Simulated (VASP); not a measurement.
# BN (I-4m2) in VASP: notebook

The runs below take BN through electric field gradients, with PBE.

Everything below comes from runs of VASP 6.6.1. Logs are shortened: lines on timing, memory, paths and dates and some standing lists are left out, and cuts for length are marked.

## Step 1: The cell of the first run

Symmetry: I-4m2, No. 119, tetragonal system. Conventional cell: a = 2.480 Å, b = 2.480 Å, c = 3.615 Å, α = 90.00°, β = 90.00°, γ = 90.00°. Within 2.0 Å of B (site symmetry -4m2) lie 4 N at 1.53 Å. Within 2.0 Å of N (site symmetry -4m2) lie 4 B at 1.53 Å.

## Step 2: Electric field gradients, PBE (equal xx and yy strain of -3 %)

The input, INCAR:

```
SYSTEM = BN
PREC     = Accurate       ! precision mode
ENCUT    = 520            ! plane-wave cutoff, eV
EDIFF    = 1E-8           ! SCF threshold, eV
ISMEAR   = -1             ! smearing method
SIGMA    = 0.03           ! smearing width, eV
LREAL    = .FALSE.        ! projectors in reciprocal space
LASPH    = .TRUE.         ! aspherical terms in the spheres
NELM     = 80             ! most SCF steps
ALGO     = Normal         ! electronic algorithm
ISIF     = 2              ! what is computed and relaxed
LWAVE    = .FALSE.        ! write WAVECAR
LCHARG   = .FALSE.        ! write CHGCAR
GGA      = PE             ! functional
LEFG     = .TRUE.       
NBANDS   = 11             ! bands
```

The input, KPOINTS:

```
Automatic mesh
0
G
  13 13 13
  0 0 0
```

The input, POSCAR:

```
BN
1.0
    0.0000000000      1.7532750000      1.8075000000
    1.7532750000      0.0000000000      1.8075000000
    1.7532750000      1.7532750000      0.0000000000
B N
1 1
Direct
    0.0000000000      0.0000000000      0.0000000000
    0.7500000000      0.7500000000      0.7500000000
```

Potentials or basis: VASP PAW PBE potentials, release 64 (B, N).

Started as:

```
$ cat potpaw_PBE.64/B/POTCAR potpaw_PBE.64/N/POTCAR > POTCAR
$ mpirun -np 1 vasp_std > vasp.out
```

OUTCAR:

```text
SYSTEM = BN
   PREC = Accurate
   ENCUT = 520
   EDIFF = 1E-8
   ISMEAR = -1
   LREAL = .FALSE.
   LASPH = .TRUE.
   NELM = 80
   ISIF = 2
   GGA = PE

 ion  position               nearest neighbor table
   1  0.000  0.000  0.000-   2 1.53   2 1.53   2 1.53   2 1.53
   2  0.750  0.750  0.750-   1 1.53   1 1.53   1 1.53   1 1.53

  LATTYP: Found a body centered tetragonal cell.
 ALAT       =     2.4795052836
 C/A-ratio  =     1.4579521262

  Lattice vectors:

 A1 = (  -1.7532750000,   0.0000000000,   1.8075000000)
 A2 = (   1.7532750000,   0.0000000000,   1.8075000000)
 A3 = (   0.0000000000,   1.7532750000,  -1.8075000000)

Analysis of symmetry for initial positions (statically):
=====================================================================
 Subroutine PRICEL returns:
 Original cell was already a primitive cell.

 Routine SETGRP: Setting up the symmetry group for a
 body centered tetragonal supercell.

 Subroutine GETGRP returns: Found  8 space group operations
 (whereof  8 operations were pure point group operations)
 out of a pool of 16 trial point group operations.

The static configuration has the point symmetry D_2d.

Analysis of symmetry for dynamics (positions and initial velocities):
=====================================================================
 Subroutine PRICEL returns:
 Original cell was already a primitive cell.

 Routine SETGRP: Setting up the symmetry group for a
 body centered tetragonal supercell.

 Subroutine GETGRP returns: Found  8 space group operations
 (whereof  8 operations were pure point group operations)
 out of a pool of 16 trial point group operations.

The dynamic configuration has the point symmetry D_2d.

 Subroutine INISYM returns: Found  8 space group operations
 (whereof  8 operations are pure point group operations),
 and found     1 'primitive' translations

----------------------------------------------------------------------------------------

                                     Primitive cell

  volume of cell :      11.1124

  direct lattice vectors                    reciprocal lattice vectors
     0.000000000  1.753275000  1.807500000    -0.285180591  0.285180591  0.276625173
     1.753275000  0.000000000  1.807500000     0.285180591 -0.285180591  0.276625173
[... 128 lines left out ...]
  free energy    TOTEN  =       -17.36538490 eV

  energy without entropy =      -17.36538490  energy(sigma->0) =      -17.36538490

 E-fermi :   8.8558     XC(G=0): -13.1266

 val. band max:        8.2837065719   @ k =   0.0000   0.0000   0.0000
 cond. band min:      12.5976112217   @ k =   0.4615   0.0000   0.4615
 fundamental gap:      4.3139046498
 Fermi energy:         8.8557950399

 k-point     1 :       0.0000    0.0000    0.0000
  band No.  band energies     occupation
      1     -12.7665      2.00000
      2       7.9539      2.00000
      3       8.2837      2.00000
      4       8.2837      2.00000
      5      17.2198      0.00000
      6      17.2198      0.00000
      7      17.4408      0.00000
      8      19.5260      0.00000
      9      34.0968      0.00000
     10      35.7520      0.00000
     11      36.2546      0.00000
[... 309 lines left out ...]
 k-point    24 :       0.4615    0.1538    0.0000
  band No.  band energies     occupation
      1      -8.6067      2.00000
      2      -1.4896      2.00000
      3       4.4635      2.00000
      4       5.4246      2.00000
      5      17.6472      0.00000
      6      20.7887      0.00000
      7      21.3087      0.00000
      8      23.7897      0.00000
      9      29.7924      0.00000
     10      35.3248      0.00000
     11      37.1898      0.00000

 [... further k-points ...]
[... 5 lines left out ...]
  --------------------------------------------------------------------------------------
  -------------------------------------------------------------------------------------
  Total        2.5250300      2.5250300      1.0897141      0.0000000      0.0000000      0.0000000
  in kB      364.0564589    364.0564589    157.1139605      0.0000000      0.0000000      0.0000000
  external PRESSURE =     295.0756261 kB  Pullay stress =       0.0000000 kB

 VOLUME and BASIS-vectors are now :
 -----------------------------------------------------------------------------
  energy-cutoff  :      520.00
  volume of cell :       11.11
      direct lattice vectors                 reciprocal lattice vectors
     0.000000000  1.753275000  1.807500000    -0.285180591  0.285180591  0.276625173
     1.753275000  0.000000000  1.807500000     0.285180591 -0.285180591  0.276625173
     1.753275000  1.753275000  0.000000000     0.285180591  0.285180591 -0.276625173

 POSITION                                       TOTAL-FORCE (eV/Angst)
 -----------------------------------------------------------------------------------
      0.00000      0.00000      0.00000        -0.000000     -0.000000      0.000000
      2.62991      2.62991      2.71125         0.000000      0.000000     -0.000000
 -----------------------------------------------------------------------------------
    total drift:                               -0.000002     -0.000002      0.000007

  FREE ENERGIE OF THE ION-ELECTRON SYSTEM (eV)
  ---------------------------------------------------
  free  energy   TOTEN  =       -17.3653849029 eV

  energy  without entropy=      -17.3653849029  energy(sigma->0) =      -17.36538490

 Electric field gradients (V/A^2)
---------------------------------------------------------------------
 ion       V_xx      V_yy      V_zz      V_xy      V_xz      V_yz
---------------------------------------------------------------------
   1       0.536     0.536    -1.073    -0.000     0.000     0.000
   2      -2.611    -2.611     5.222    -0.002     0.000     0.000
---------------------------------------------------------------------

 Electric field gradients after diagonalization (V/A^2)
 (convention: |V_zz| > |V_xx| > |V_yy|)
----------------------------------------------------------------------
 ion       V_xx      V_yy      V_zz     asymmetry (V_yy - V_xx)/ V_zz
----------------------------------------------------------------------
   1       0.536     0.536    -1.073       0.000
   2      -2.613    -2.609     5.222       0.001
----------------------------------------------------------------------

           NMR quadrupolar parameters

 Cq : quadrupolar parameter    Cq=e*Q*V_zz/h
 eta: asymmetry parameters     (V_yy - V_xx)/ V_zz
 Q  : nuclear electric quadrupole moment in mb (millibarn)
----------------------------------------------------------------------
 ion       Cq(MHz)       eta       Q (mb)
----------------------------------------------------------------------
   1      -0.003       0.000       1.000
   2       0.013       0.001       1.000
----------------------------------------------------------------------
```

stdout:

```text
POSCAR found type information on POSCAR B N
 POSCAR found :  2 types and       2 ions
 scaLAPACK will be used
 LDA part: xc-table for (Slater+PW92), standard interpolation
 POSCAR, INCAR and KPOINTS ok, starting setup
 FFT: planning ... GRIDC
 FFT: planning ... GRID_SOFT
 FFT: planning ... GRID
 WAVECAR not read
 entering main loop
ion   1

ion   2
```

Run time: 10 s. Hardware: 1 thread of Intel Xeon 6975P-C (Granite Rapids), shared host; peak memory 0.13 GiB.

Results:

* Free energy: -17.3654 eV
* Pressure: 29.5 GPa
* Band gap on the k mesh: 4.31 eV, indirect (least direct gap 8.94 eV)

Stress tensor (GPa, compression positive):
```
36.41  0.00  0.00
 0.00 36.41  0.00
 0.00  0.00 15.71
```

Levels at points of the mesh, in eV from the valence-band top:
```
           k point  band 1  band 2  band 3  band 4  band 5  band 6  band 7  band 8
(0.00, 0.00, 0.00)  -21.05   -0.33    0.00    0.00    8.94    8.94    9.16   11.24
```

Electric field gradients, principal values (V/Å²):
```
atom   least  middle  greatest (by size)
 1 B   0.536   0.536              -1.073
 2 N  -2.609  -2.613               5.222
```

Caveat: the cell differs from its parent crystal (equal xx and yy strain of -3 %); without QUAD_EFG the Cq values of the log hold for a quadrupole moment of 1 mb, not for the nuclei. A k mesh can miss the band edges.

## Step 3: Electric field gradients, PBE (equal xx and yy strain of -3 %)

The input, INCAR:

```
PREC     = Accurate       # precision mode
ENCUT    = 520            # plane-wave cutoff, eV
EDIFF    = 1E-8           # SCF threshold, eV
ISMEAR   = -1             # smearing method
SIGMA    = 0.03           # smearing width, eV
LREAL    = False          # projectors in reciprocal space
LASPH    = True           # aspherical terms in the spheres
NELM     = 80             # most SCF steps
ALGO     = Normal         # electronic algorithm
ISIF     = 2              # what is computed and relaxed
LWAVE    = False          # write WAVECAR
LCHARG   = False          # write CHGCAR
GGA      = PE             # functional
LEFG     = True         
NBANDS   = 11             # bands
```

The input, KPOINTS:

```
Automatic mesh
0
Gamma
  13 13 13
```

POSCAR is that of step 2.

Potentials or basis: VASP PAW PBE potentials, release 64 (B, N).

Started as:

```
$ cat potpaw_PBE.64/B/POTCAR potpaw_PBE.64/N/POTCAR > POTCAR
$ mpirun -np 1 vasp_std > vasp.out
```

OUTCAR:

```text
PREC = Accurate
   ENCUT = 520
   EDIFF = 1E-8
   ISMEAR = -1
   LREAL = False
   LASPH = True
   NELM = 80
   ISIF = 2
   GGA = PE

 ion  position               nearest neighbor table
   1  0.000  0.000  0.000-   2 1.53   2 1.53   2 1.53   2 1.53
   2  0.750  0.750  0.750-   1 1.53   1 1.53   1 1.53   1 1.53

  LATTYP: Found a body centered tetragonal cell.
 ALAT       =     2.4795052836
 C/A-ratio  =     1.4579521262

  Lattice vectors:

 A1 = (  -1.7532750000,   0.0000000000,   1.8075000000)
 A2 = (   1.7532750000,   0.0000000000,   1.8075000000)
 A3 = (   0.0000000000,   1.7532750000,  -1.8075000000)

Analysis of symmetry for initial positions (statically):
=====================================================================
 Subroutine PRICEL returns:
 Original cell was already a primitive cell.

 Routine SETGRP: Setting up the symmetry group for a
 body centered tetragonal supercell.

[... 523 lines left out ...]
  volume of cell :       11.11
      direct lattice vectors                 reciprocal lattice vectors
     0.000000000  1.753275000  1.807500000    -0.285180591  0.285180591  0.276625173
     1.753275000  0.000000000  1.807500000     0.285180591 -0.285180591  0.276625173
     1.753275000  1.753275000  0.000000000     0.285180591  0.285180591 -0.276625173

 POSITION                                       TOTAL-FORCE (eV/Angst)
 -----------------------------------------------------------------------------------
      0.00000      0.00000      0.00000        -0.000000     -0.000000      0.000000
      2.62991      2.62991      2.71125         0.000000      0.000000     -0.000000
 -----------------------------------------------------------------------------------
    total drift:                               -0.000002     -0.000002      0.000007

  FREE ENERGIE OF THE ION-ELECTRON SYSTEM (eV)
  ---------------------------------------------------
  free  energy   TOTEN  =       -17.3653849029 eV

  energy  without entropy=      -17.3653849029  energy(sigma->0) =      -17.36538490

 Electric field gradients (V/A^2)
---------------------------------------------------------------------
 ion       V_xx      V_yy      V_zz      V_xy      V_xz      V_yz
---------------------------------------------------------------------
   1       0.536     0.536    -1.073    -0.000     0.000     0.000
   2      -2.611    -2.611     5.222    -0.002     0.000     0.000
---------------------------------------------------------------------

 Electric field gradients after diagonalization (V/A^2)
 (convention: |V_zz| > |V_xx| > |V_yy|)
----------------------------------------------------------------------
 ion       V_xx      V_yy      V_zz     asymmetry (V_yy - V_xx)/ V_zz
----------------------------------------------------------------------
   1       0.536     0.536    -1.073       0.000
   2      -2.613    -2.609     5.222       0.001
----------------------------------------------------------------------

           NMR quadrupolar parameters

 Cq : quadrupolar parameter    Cq=e*Q*V_zz/h
 eta: asymmetry parameters     (V_yy - V_xx)/ V_zz
 Q  : nuclear electric quadrupole moment in mb (millibarn)
----------------------------------------------------------------------
 ion       Cq(MHz)       eta       Q (mb)
----------------------------------------------------------------------
   1      -0.003       0.000       1.000
   2       0.013       0.001       1.000
----------------------------------------------------------------------
```

stdout:

```text
POSCAR found type information on POSCAR B N
 POSCAR found :  2 types and       2 ions
 scaLAPACK will be used
 LDA part: xc-table for (Slater+PW92), standard interpolation
 POSCAR, INCAR and KPOINTS ok, starting setup
 FFT: planning ... GRIDC
 FFT: planning ... GRID_SOFT
 FFT: planning ... GRID
 WAVECAR not read
 entering main loop
ion   1

ion   2
```

Run time: 10 s. Hardware: 1 thread of Intel Xeon 6975P-C (Granite Rapids), shared host; peak memory 0.13 GiB.

Results:

| Item | Value |
| --- | --- |
| Free energy | -17.3654 eV |
| Pressure | 29.5 GPa |
| Band gap on the k mesh | 4.31 eV, indirect (least direct gap 8.94 eV) |

Stress tensor (GPa, compression positive):
```
36.41  0.00  0.00
 0.00 36.41  0.00
 0.00  0.00 15.71
```

Electric field gradients, principal values (V/Å²):
```tsv
atom	least	middle	greatest (by size)
1 B	0.536	0.536	-1.073
2 N	-2.609	-2.613	5.222
```

Caveat: the cell differs from its parent crystal (equal xx and yy strain of -3 %); without QUAD_EFG the Cq values of the log hold for a quadrupole moment of 1 mb, not for the nuclei.

(Part 1 of 2 ends here.)
